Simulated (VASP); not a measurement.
The system is Li2Se.

```
Li Se
1.0
     0.00000    2.99350    2.99350
     2.99350    0.00000    2.99350
     2.99350    2.99350    0.00000
Li Se
2 1
Direct
  0.75000 0.75000 0.75000
  0.25000 0.25000 0.25000
  0.00000 0.00000 0.00000
```

Base run:

```yaml
Program: VASP 6.6.1
Functional: r2SCAN
Potentials_or_basis: VASP PAW PBE potentials, release 64 (Li_sv, Se)
Cutoff: 830 eV
k_mesh: 8 × 8 × 8
Occupations: gaussian, width 0.01 eV
Spin: no spin polarisation
```

Its results: band gap on the k mesh 3.46 eV (least direct gap 4.18 eV); pressure -0.2 GPa.

The run is repeated on the same cell with these changes: functional from r2SCAN to PBE; cutoff from 830 eV to 750 eV; k mesh from 8 × 8 × 8 to 4 × 4 × 4. What comes out?

Band gap on the k mesh 2.96 eV (least direct gap 3.42 eV); pressure 0.3 GPa.

Several settings changed at once.

Caveats: some runs use coarse meshes; the PAW data sets were made with another functional, which shifts forces and pressure a little (at least some runs).

A k mesh can miss the band edges.
